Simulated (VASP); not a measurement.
# ScIn2Se2 (P-6m2) in VASP: single point with PBE

Aim: the single point of ScIn2Se2 with PBE.

Everything below comes from runs of VASP 6.6.1. Logs are shortened: lines on timing, memory, paths and dates and some standing lists are left out, and cuts for length are marked.

**1. The cell of the first run**

The structure is hexagonal, space group P-6m2 (No. 187). Conventional cell: a = 3.733 Å, b = 3.733 Å, c = 11.260 Å, α = 90.00°, β = 90.00°, γ = 120.00°. Sc (site symmetry -6m2) has 6 Se at 2.73 Å within 3.6 Å. Within 4.1 Å of In (site symmetry 3m) lie 7 In at 3.14 to 3.73 Å and 3 Se at 3.22 Å. Within 3.6 Å of Se (site symmetry 3m) lie 3 Sc at 2.73 Å and 3 In at 3.22 Å and 1 Se at 3.34 Å.

**2. Single point, PBE, collinear spin, ferromagnetic start**

The input, INCAR:

```
ALGO = Normal
EDIFF = 1E-7
ENCUT = 520
GGA = PE
ISIF = 2
ISMEAR = 0
ISPIN = 2
LASPH = T
LCHARG = T
LELF = T
LMAXMIX = 4
LORBIT = 11
LREAL = F
LVHAR = T
LWAVE = F
MAGMOM = 1 0 0 0 0
NBANDS = 36
NELM = 150
PREC = Accurate
SIGMA = 0.1
```

The input, KPOINTS:

```
k-points
0
Gamma
  6 6 2
```

The input, POSCAR:

```
ScIn2Se2
1.0
    3.7332405742      0.0000000000      0.0000000000
   -1.8666202871      3.2330811757      0.0000000000
    0.0000000000      0.0000000000     11.2599930613
Sc In Se
1 2 2
Direct
    0.0000000000      0.0000000000      0.0000000000
    0.6666666667      0.3333333333      0.3604602045
    0.6666666667      0.3333333333      0.6395397955
    0.3333333333      0.6666666667      0.1484148116
    0.3333333333      0.6666666667      0.8515851884
```

Potentials or basis: VASP PAW PBE potentials, release 64 (Sc_sv, In_d, Se).

Command:

```bash
$ cat potpaw_PBE.64/Sc_sv/POTCAR potpaw_PBE.64/In_d/POTCAR potpaw_PBE.64/Se/POTCAR > POTCAR
$ mpirun -np 1 vasp_std > vasp.out
```

OUTCAR:

```text
EDIFF = 1E-7
   ENCUT = 520
   GGA = PE
   ISIF = 2
   ISMEAR = 0
   ISPIN = 2
   LASPH = T
   LORBIT = 11
   LREAL = F
   NELM = 150
   PREC = Accurate

 ion  position               nearest neighbor table
   1  0.000  0.000  0.000-   4 2.73   5 2.73   4 2.73   5 2.73   4 2.73   5 2.73
   2  0.667  0.333  0.360-   3 3.14   4 3.22   4 3.22   4 3.22
   3  0.667  0.333  0.640-   2 3.14   5 3.22   5 3.22   5 3.22
   4  0.333  0.667  0.148-   1 2.73   1 2.73   1 2.73   2 3.22   2 3.22   2 3.22
   5  0.333  0.667  0.852-   1 2.73   1 2.73   1 2.73   3 3.22   3 3.22   3 3.22

  LATTYP: Found a hexagonal cell.
 ALAT       =     3.7332405742
 C/A-ratio  =     3.0161445097

  Lattice vectors:

 A1 = (   3.7332405742,   0.0000000000,   0.0000000000)
 A2 = (  -1.8666202871,   3.2330811757,   0.0000000000)
 A3 = (   0.0000000000,   0.0000000000,  11.2599930613)

Analysis of symmetry for initial positions (statically):
=====================================================================
 Subroutine PRICEL returns:
 Original cell was already a primitive cell.

 Routine SETGRP: Setting up the symmetry group for a
 hexagonal supercell.

 Subroutine GETGRP returns: Found 12 space group operations
 (whereof 12 operations were pure point group operations)
 out of a pool of 24 trial point group operations.

The static configuration has the point symmetry D_3h.

Analysis of symmetry for dynamics (positions and initial velocities):
=====================================================================
 Subroutine PRICEL returns:
 Original cell was already a primitive cell.

 Routine SETGRP: Setting up the symmetry group for a
 hexagonal supercell.

 Subroutine GETGRP returns: Found 12 space group operations
 (whereof 12 operations were pure point group operations)
 out of a pool of 24 trial point group operations.

The dynamic configuration has the point symmetry D_3h.

Analysis of structural, dynamic, and magnetic symmetry:
=====================================================================
 Subroutine PRICEL returns:
 Original cell was already a primitive cell.

 Routine SETGRP: Setting up the symmetry group for a
 hexagonal supercell.

 Subroutine GETGRP returns: Found 12 space group operations
 (whereof 12 operations were pure point group operations)
 out of a pool of 24 trial point group operations.

The overall configuration has the point symmetry D_3h.
[... 121 lines left out ...]
   AEXX    =    0.0000 exact exchange contribution
   IVDW    =     0    specifies the selected vdW correction
   LEPSILON=     F    determine dielectric tensor
   LRPA    =     F    only Hartree local field effects (RPA)
 spin polarized calculation
 Gauss-broadening in eV      SIGMA  =   0.10
  energy-cutoff  :      520.00
  volume of cell :      135.91
 maximum number of plane-waves:      3673
 NGX is ok and might be reduce to    28
   NGX = 13   NGY = 13   NGZ = 41

 number of electron      48.9999994 magnetization       0.0001861

 Free energy of the ion-electron system (eV)
  ---------------------------------------------------
  ext. energy  EPLUGINS =         0.00000000
  ---------------------------------------------------
  free energy    TOTEN  =       -22.35694315 eV

  energy without entropy =      -22.35163041  energy(sigma->0) =      -22.35428678

 E-fermi :   4.7438     XC(G=0):  -9.4187

 val. band max:        4.6433358916   @ k =   0.3333   0.3333   0.5000
 cond. band min:       4.7690983449   @ k =   0.3333   0.0000   0.0000
 fundamental gap:      0.1257624533
 Fermi energy:         4.7438029192

 spin component 1

 k-point     1 :       0.0000    0.0000    0.0000
  band No.  band energies     occupation
      1     -45.3270      1.00000
      2     -23.9487      1.00000
      3     -23.9487      1.00000
      4     -23.9098      1.00000
      5     -10.0190      1.00000
      6      -9.8506      1.00000
[... 535 lines left out ...]
     35       9.6953      0.00000
     36      11.1477      0.00000
 Fermi energy:         4.7438029192

 spin component 2

 k-point     1 :       0.0000    0.0000    0.0000
  band No.  band energies     occupation
      1     -45.3269      1.00000
      2     -23.9486      1.00000
      3     -23.9486      1.00000
      4     -23.9097      1.00000
      5     -10.0190      1.00000
      6      -9.8506      1.00000
[... 535 lines left out ...]
     35       9.6955      0.00000
     36      11.1475      0.00000

------------------------ aborting loop because EDIFF is reached ----------------------------------------

  FORCE on cell =-STRESS in cart. coord.  units (eV):
  Direction    XX          YY          ZZ          XY          YZ          ZX
  --------------------------------------------------------------------------------------
  -------------------------------------------------------------------------------------
  Total        0.1695237      0.1695237      0.0137820      0.0000000      0.0000000      0.0000000
  in kB        1.9984821      1.9984821      0.1624733      0.0000000      0.0000000      0.0000000
  external PRESSURE =       1.3864791 kB  Pullay stress =       0.0000000 kB

 VOLUME and BASIS-vectors are now :
 -----------------------------------------------------------------------------
  energy-cutoff  :      520.00
  volume of cell :      135.91
      direct lattice vectors                 reciprocal lattice vectors
     3.733240574  0.000000000  0.000000000     0.267863798  0.154651236  0.000000000
    -1.866620287  3.233081176  0.000000000     0.000000000  0.309302472  0.000000000
     0.000000000  0.000000000 11.259993061     0.000000000  0.000000000  0.088810001

 POSITION                                       TOTAL-FORCE (eV/Angst)
 -----------------------------------------------------------------------------------
      0.00000      0.00000      0.00000         0.000000     -0.000000      0.000000
      1.86662      1.07769      4.05878        -0.000000     -0.000000     -0.027186
      1.86662      1.07769      7.20121        -0.000000      0.000000      0.027186
     -0.00000      2.15539      1.67115         0.000000     -0.000000      0.009927
     -0.00000      2.15539      9.58884         0.000000     -0.000000     -0.009927
 -----------------------------------------------------------------------------------
    total drift:                               -0.000000      0.000000      0.000000

  FREE ENERGIE OF THE ION-ELECTRON SYSTEM (eV)
  ---------------------------------------------------
  free  energy   TOTEN  =       -22.3569431512 eV

  energy  without entropy=      -22.3516304076  energy(sigma->0) =      -22.35428678

 total charge

# of ion       s       p       d       tot
------------------------------------------
    1        2.183   6.142   1.036   9.361
    2        1.083   0.304   9.847  11.235
    3        1.083   0.304   9.847  11.235
    4        1.456   2.406   0.022   3.884
    5        1.456   2.406   0.022   3.884
--------------------------------------------------
tot          7.260  11.563  20.776  39.598

 magnetization (x)

# of ion       s       p       d       tot
------------------------------------------
    1        0.000   0.000   0.000   0.000
    2        0.000  -0.000  -0.000   0.000
    3        0.000  -0.000  -0.000   0.000
    4       -0.000  -0.000   0.000  -0.000
    5       -0.000  -0.000   0.000  -0.000
--------------------------------------------------
tot          0.000  -0.000   0.000   0.000
```

OSZICAR:

```text
N       E                     dE             d eps       ncg     rms          rms(c)
DAV:   1     0.514708340107E+03    0.51471E+03   -0.21240E+04  2016   0.151E+03
DAV:   2     0.428856657804E+02   -0.47182E+03   -0.45571E+03  2016   0.445E+02
DAV:   3    -0.206589739891E+02   -0.63545E+02   -0.60803E+02  2644   0.166E+02
DAV:   4    -0.242601202504E+02   -0.36011E+01   -0.35759E+01  2728   0.420E+01
DAV:   5    -0.243909758967E+02   -0.13086E+00   -0.13078E+00  3088   0.928E+00    0.102E+01
DAV:   6    -0.223981776344E+02    0.19928E+01   -0.36573E+00  2908   0.190E+01    0.422E+00
DAV:   7    -0.223471872630E+02    0.50990E-01   -0.10197E+00  2960   0.688E+00    0.288E+00
DAV:   8    -0.223456508718E+02    0.15364E-02   -0.26520E-01  2768   0.342E+00    0.123E+00
DAV:   9    -0.223500971063E+02   -0.44462E-02   -0.21714E-02  2932   0.123E+00    0.681E-01
DAV:  10    -0.223554078394E+02   -0.53107E-02   -0.10571E-02  2728   0.532E-01    0.249E-01
DAV:  11    -0.223565102015E+02   -0.11024E-02   -0.15299E-03  2808   0.314E-01    0.146E-01
DAV:  12    -0.223567457390E+02   -0.23554E-03   -0.35766E-04  2712   0.133E-01    0.768E-02
DAV:  13    -0.223569257260E+02   -0.17999E-03   -0.20339E-04  2720   0.720E-02    0.250E-02
DAV:  14    -0.223569400472E+02   -0.14321E-04   -0.42057E-05  2788   0.463E-02    0.149E-02
DAV:  15    -0.223569427163E+02   -0.26691E-05   -0.45631E-06  2652   0.109E-02    0.657E-03
DAV:  16    -0.223569431129E+02   -0.39664E-06   -0.12322E-06  2464   0.485E-03    0.236E-03
DAV:  17    -0.223569431512E+02   -0.38285E-07   -0.23536E-07  1988   0.314E-03
   1 F= -.22356943E+02 E0= -.22354287E+02  d E =-.531274E-02  mag=     0.0001
```

stdout:

```text
POSCAR found type information on POSCAR ScInSe
 POSCAR found :  3 types and       5 ions
 scaLAPACK will be used
 LDA part: xc-table for (Slater+PW92), standard interpolation
 POSCAR, INCAR and KPOINTS ok, starting setup
 FFT: planning ... GRIDC
 FFT: planning ... GRID_SOFT
 FFT: planning ... GRID
 WAVECAR not read
 entering main loop
```

It took 4.3 min on 1 thread of Oxide Virtual Turin-like, shared host; peak memory 0.33 GiB.

Results:

| Item | Value |
| --- | --- |
| Free energy | -22.3569 eV |
| Pressure | 0.1 GPa |
| Largest force | 0.027 eV/Å |
| Net moment | 0.00 μB per cell |
| Valence electrons inside the program's atomic spheres | Sc 9.36; In 11.23; Se 3.88 |

Forces on the atoms (eV/Å):
```
Sc   0.000  0.000  0.000
In   0.000  0.000 -0.027
In   0.000  0.000  0.027
Se   0.000  0.000  0.010
Se   0.000  0.000 -0.010
```

Caveat: spin-orbit coupling is left out, which moves the levels of the heavy elements.
